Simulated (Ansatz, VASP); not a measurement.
# Two plane-wave programs on LiCl

```
Li Cl
1.0
    -0.06518    2.73304    2.73304
     2.73304   -0.06518    2.73304
     2.66786    2.66786    0.00000
Li Cl
1 1
Direct
  0.99548 0.99548 0.00452
  0.25452 0.25452 0.24548
```

Change from the starting cell: shear_xy strain -4.8%.

Alike in both runs: task single point; functional PBE; k mesh 8 × 8 × 8; occupations fermi-dirac, width 0.02 eV; no spin polarisation.

|  | VASP | Ansatz |
| --- | --- | --- |
| version | VASP 6.6.1 | Ansatz 0.2.0 |
| potentials or method | VASP PAW PBE potentials, release 64 (Li_sv, Cl) | plane waves, PAW |
| plane-wave cutoff (eV) | 520 | 420 |
| valence electrons in the cell | 10 | 10 |

```csv
,VASP,Ansatz,Ansatz less VASP
gap on the k mesh at the Fermi level (eV),5.94,5.94,-0.006
```

With one functional, cell and mesh, what is left measures potentials, basis and numerics.

Noted on VASP's run: the cutoff is under 1.25 times that of the potentials, so the pressure is a little rough.
